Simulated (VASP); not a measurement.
A run of VASP 6.6.1 is set up as follows.

Contents of POSCAR:

```
Si3N4
1.0
    4.1307800000      0.0000000000      0.0000000000
    0.0000000000      4.1307800000      0.0000000000
    0.0000000000      0.0000000000      4.1307800000
Si N
3 4
Direct
    0.0000000000      0.0000000000      0.5000000000
    0.5000000000      0.0000000000      0.0000000000
    0.0000000000      0.5000000000      0.0000000000
    0.2395200000      0.2395200000      0.7604800000
    0.7604800000      0.7604800000      0.7604800000
    0.2395200000      0.7604800000      0.2395200000
    0.7604800000      0.2395200000      0.2395200000
```

File INCAR.step1:

```
PREC = Accurate
ENCUT = 600
ISMEAR = -1
SIGMA = 0.05
LREAL = False
LASPH = True
NELM = 80
GGA = PE
ALGO = Normal
EDIFF = 1E-4
LWAVE = True
LCHARG = False
```

INCAR.step2

```
PREC = Accurate
ENCUT = 600
EDIFF = 1E-7
ISMEAR = -1
SIGMA = 0.05
LREAL = False
LASPH = True
NELM = 80
ALGO = Normal
ISIF = 3
LWAVE = False
LCHARG = False
METAGGA = R2SCAN
LMIXTAU = True
IBRION = 2
NSW = 60
EDIFFG = -0.01
ISTART = 1
```

Contents of KPOINTS:

```
Automatic mesh
0
Gamma
  7 7 7
```

Potentials or basis: VASP PAW PBE potentials, release 64 (Si, N).

Run with:

```console
$ cat potpaw_PBE.64/Si/POTCAR potpaw_PBE.64/N/POTCAR > POTCAR
$ cp INCAR.step1 INCAR
$ mpirun -np 1 vasp_std > vasp.out
$ cp INCAR.step2 INCAR
$ mpirun -np 1 vasp_std > vasp.out
```

(1) Estimate the relaxed cell.

(2) Estimate the band gap on the k mesh.

(3) Predict the relaxed volume.

(4) Estimate the space group after relaxing (to 0.05 Å).

Results:

(1) a = 4.102 Å, b = 4.102 Å, c = 4.102 Å, α = 90.00°, β = 90.00°, γ = 90.00°.

(2) 3.34 eV, indirect (least direct gap 3.52 eV).

(3) 9.86 Å³/atom.

(4) P-43m (No. 215).

Caveat: the PAW data sets were made with another functional, which shifts forces and pressure a little.
